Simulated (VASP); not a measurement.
# As (Pm-3m) in VASP: a series of runs

As is run at these levels: PBEsol; tasks: single point.

Program: VASP 6.6.1. These are calculated values, not measurements. Logs are shortened: lines on timing, memory, paths and dates and some standing lists are left out, and cuts for length are marked.

### 1 The cell of the first run

It takes space group Pm-3m (No. 221, cubic). The conventional cell has a = 2.669 Å, b = 2.669 Å, c = 2.669 Å, α = 90.00°, β = 90.00°, γ = 90.00°. As (site symmetry m-3m) has 6 As at 2.67 Å within 3.5 Å.

### 2 Single point, PBEsol

INCAR reads:

```
PREC = Accurate
ENCUT = 520
EDIFF = 1E-6
ISMEAR = -1
SIGMA = 0.1
LREAL = F
LASPH = T
NELM = 60
ALGO = Normal
ISIF = 2
LWAVE = F
LCHARG = F
GGA = PS
NBANDS = 8
```

KPOINTS reads:

```
regular mesh
0
Gamma
  10 10 10
```

POSCAR reads:

```
As
1.0
    2.6690982707      0.0000000000      0.0000000000
    0.0000000000      2.6690982707      0.0000000000
    0.0000000000      0.0000000000      2.6690982707
As
1
Direct
    0.5000000000      0.5000000000      0.5000000000
```

Potentials or basis: VASP PAW PBE potentials, release 64 (As).

Run with:

```
cat potpaw_PBE.64/As/POTCAR > POTCAR
mpirun -np 1 vasp_std > vasp.out
```

OUTCAR:

```text
PREC = Accurate
   ENCUT = 520
   EDIFF = 1E-6
   ISMEAR = -1
   LREAL = F
   LASPH = T
   NELM = 60
   ISIF = 2
   GGA = PS

 ion  position               nearest neighbor table
   1  0.500  0.500  0.500-

  LATTYP: Found a simple cubic cell.
 ALAT       =     2.6690982707

  Lattice vectors:

 A1 = (   2.6690982707,   0.0000000000,   0.0000000000)
 A2 = (   0.0000000000,   2.6690982707,   0.0000000000)
 A3 = (   0.0000000000,   0.0000000000,   2.6690982707)

Analysis of symmetry for initial positions (statically):
=====================================================================
 Subroutine PRICEL returns:
 Original cell was already a primitive cell.

 Routine SETGRP: Setting up the symmetry group for a
 simple cubic supercell.

 Subroutine GETGRP returns: Found 48 space group operations
 (whereof 48 operations were pure point group operations)
 out of a pool of 48 trial point group operations.

The static configuration has the point symmetry O_h .

Analysis of symmetry for dynamics (positions and initial velocities):
=====================================================================
 Subroutine PRICEL returns:
 Original cell was already a primitive cell.

 Routine SETGRP: Setting up the symmetry group for a
 simple cubic supercell.

 Subroutine GETGRP returns: Found 48 space group operations
 (whereof 48 operations were pure point group operations)
 out of a pool of 48 trial point group operations.

The dynamic configuration has the point symmetry O_h .

 Subroutine INISYM returns: Found 48 space group operations
 (whereof 48 operations are pure point group operations),
 and found     1 'primitive' translations

----------------------------------------------------------------------------------------

                                     Primitive cell

  volume of cell :      19.0149

  direct lattice vectors                    reciprocal lattice vectors
     2.669098271  0.000000000  0.000000000     0.374658367  0.000000000  0.000000000
     0.000000000  2.669098271  0.000000000     0.000000000  0.374658367  0.000000000
     0.000000000  0.000000000  2.669098271     0.000000000  0.000000000  0.374658367

  length of vectors
     2.669098271  2.669098271  2.669098271     0.374658367  0.374658367  0.374658367

  position of ions in fractional coordinates (direct lattice)
     0.500000000  0.500000000  0.500000000
[... 70 lines left out ...]
   ISPIN  =      1    spin polarized calculation?
   LNONCOLLINEAR =      F non collinear calculations
   LSORBIT =      F    spin-orbit coupling
   LASPH  =      T    aspherical Exc in radial PAW
   ENCUT  =  520.0 eV  38.22 Ry    6.18 a.u.   4.96  4.96  4.96*2*pi/ulx,y,z
   NELM   =     60;   NELMIN=  2; NELMDL= -5     # of ELM steps
   EDIFF  = 0.1E-05   stopping-criterion for ELM
   LREAL  =      F    real-space projection
   EDIFFG = 0.1E-04   stopping-criterion for IOM
   NSW    =      0    number of steps for IOM
   IBRION =     -1    ionic relax: 0-MD 1-quasi-New 2-CG
   NFREE  =      0    steps in history (QN), initial steepest desc. (CG)
   ISIF   =      2    stress and relaxation
   ISYM   =      2    0-nonsym 1-usesym 2-fastsym
   POTIM  = 0.5000    time-step for ionic-motion
   TEBEG  =    0.0;   TEEND  =   0.0 temperature during run
   PSTRESS=    0.0 pullay stress
   NELECT =       5.0000    total number of electrons
   NUPDOWN=      -1.0000    fix difference up-down
   EMIN   =  10.00;   EMAX   =-10.00  energy-range for DOS
   EFERMI =   0.00;   METHOD = LEGACY
   ISMEAR =    -1;   SIGMA  =   0.10  broadening in eV -4-tet -1-fermi 0-gaus
   EFERMI_NEDOS =   21; number of points for ismear=-14 and -15
   IALGO  =     38    algorithm
   IMIX   =      4    mixing-type and parameters
     AMIX     =   0.40;   BMIX     =  1.00
     AMIX_MAG =   1.60;   BMIX_MAG =  1.00
  volume/ion in A,a.u.               =      19.01       128.32
  Fermi-wavevector in a.u.,A,eV,Ry     =   1.048818  1.981979 14.966679  1.100020
  Thomas-Fermi vector in A             =   2.183756
   LORBIT       =      0    0 simple, 1 ext, 2 COOP (PROOUT), +10 PAW based schemes
   GGA     = PS    functional components
   LHFCALC =     F    Hartree Fock is set to
   AEXX    =    0.0000 exact exchange contribution
   IVDW    =     0    specifies the selected vdW correction
   LEPSILON=     F    determine dielectric tensor
   LRPA    =     F    only Hartree local field effects (RPA)
 non-spin polarized calculation
  energy-cutoff  :      520.00
  volume of cell :       19.01
 maximum number of plane-waves:       536
 NGX is ok and might be reduce to    20
   NGX =  9   NGY =  9   NGZ =  9

 number of electron       5.0000001 magnetization

 Free energy of the ion-electron system (eV)
  ---------------------------------------------------
  ext. energy  EPLUGINS =         0.00000000
  ---------------------------------------------------
  free energy    TOTEN  =        -5.04857307 eV

  energy without entropy =       -5.03905872  energy(sigma->0) =       -5.04381589

 E-fermi :   6.1948     XC(G=0): -10.7215

 val. band max:        6.1174580378   @ k =   0.5000   0.3000   0.3000
 cond. band min:       6.2411809226   @ k =   0.2000   0.2000   0.0000
 fundamental gap:      0.1237228848
 Fermi energy:         6.1947781334

 k-point     1 :       0.0000    0.0000    0.0000
  band No.  band energies     occupation
      1      -9.0890      2.00000
      2      10.5583      0.00000
      3      10.5583      0.00000
      4      10.5583      0.00000
      5      14.8004      0.00000
      6      14.8004      0.00000
      7      17.0045      0.00000
      8      31.7090      0.00000
[... 243 lines left out ...]
 k-point    24 :       0.3000    0.1000    0.1000
  band No.  band energies     occupation
      1      -7.0540      2.00000
      2       2.6700      2.00000
      3       9.8069      0.00000
      4      10.3496      0.00000
      5      18.9766      0.00000
      6      19.0215      0.00000
      7      21.1382      0.00000
      8      22.0738      0.00000

 [... further k-points ...]
[... 5 lines left out ...]
  --------------------------------------------------------------------------------------
  -------------------------------------------------------------------------------------
  Total        0.2852503      0.2852503      0.2852503     -0.0000000      0.0000000     -0.0000000
  in kB       24.0349417     24.0349417     24.0349417     -0.0000000      0.0000000     -0.0000000
  external PRESSURE =      24.0349417 kB  Pullay stress =       0.0000000 kB

 VOLUME and BASIS-vectors are now :
 -----------------------------------------------------------------------------
  energy-cutoff  :      520.00
  volume of cell :       19.01
      direct lattice vectors                 reciprocal lattice vectors
     2.669098271  0.000000000  0.000000000     0.374658367  0.000000000  0.000000000
     0.000000000  2.669098271  0.000000000     0.000000000  0.374658367  0.000000000
     0.000000000  0.000000000  2.669098271     0.000000000  0.000000000  0.374658367

 POSITION                                       TOTAL-FORCE (eV/Angst)
 -----------------------------------------------------------------------------------
      1.33455      1.33455      1.33455         0.000000      0.000000      0.000000
 -----------------------------------------------------------------------------------
    total drift:                                0.000000     -0.000000      0.000000

  FREE ENERGIE OF THE ION-ELECTRON SYSTEM (eV)
  ---------------------------------------------------
  free  energy   TOTEN  =        -5.0485730669 eV

  energy  without entropy=       -5.0390587199  energy(sigma->0) =       -5.04381589
```

OSZICAR:

```text
N       E                     dE             d eps       ncg     rms          rms(c)
DAV:   1     0.763901552614E+01    0.76390E+01   -0.22363E+03   912   0.474E+02
DAV:   2    -0.489815365359E+01   -0.12537E+02   -0.11687E+02  1136   0.589E+01
DAV:   3    -0.505296128031E+01   -0.15481E+00   -0.15447E+00  1040   0.900E+00
DAV:   4    -0.505310592254E+01   -0.14464E-03   -0.14464E-03  1384   0.313E-01
DAV:   5    -0.505310598344E+01   -0.60897E-07   -0.61192E-07  1040   0.369E-03    0.228E+00
DAV:   6    -0.505022855513E+01    0.28774E-02   -0.25756E-04  1144   0.139E-01    0.136E+00
DAV:   7    -0.504855389725E+01    0.16747E-02   -0.73596E-04   984   0.230E-01    0.667E-02
DAV:   8    -0.504857252645E+01   -0.18629E-04   -0.14166E-05  1224   0.286E-02    0.609E-03
DAV:   9    -0.504857306685E+01   -0.54041E-06   -0.51179E-07  1016   0.537E-03
   1 F= -.50485731E+01 E0= -.50438159E+01  d E =-.951435E-02
```

stdout:

```text
POSCAR found type information on POSCAR As
 POSCAR found :  1 types and       1 ions
 scaLAPACK will be used
 -----------------------------------------------------------------------------
|                                                                             |
|                                                                             |
|     You enforced a specific xc type in the INCAR file but a different       |
|     I HOPE YOU KNOW WHAT YOU ARE DOING!                                     |
|                                                                             |
 -----------------------------------------------------------------------------

 LDA part: xc-table for (Slater+PW92), standard interpolation
 POSCAR, INCAR and KPOINTS ok, starting setup
 FFT: planning ... GRIDC
 FFT: planning ... GRID_SOFT
 FFT: planning ... GRID
 WAVECAR not read
 entering main loop
```

Run time: 3.5 s. Hardware: 1 thread of Intel Xeon 6975P-C (Granite Rapids), shared host; peak memory 0.11 GiB.

Results:

* Free energy: -5.0486 eV
* Pressure: 2.4 GPa

Caveat: the PAW data sets were made with another functional, which shifts forces and pressure a little.

[end of part 1 of 2]
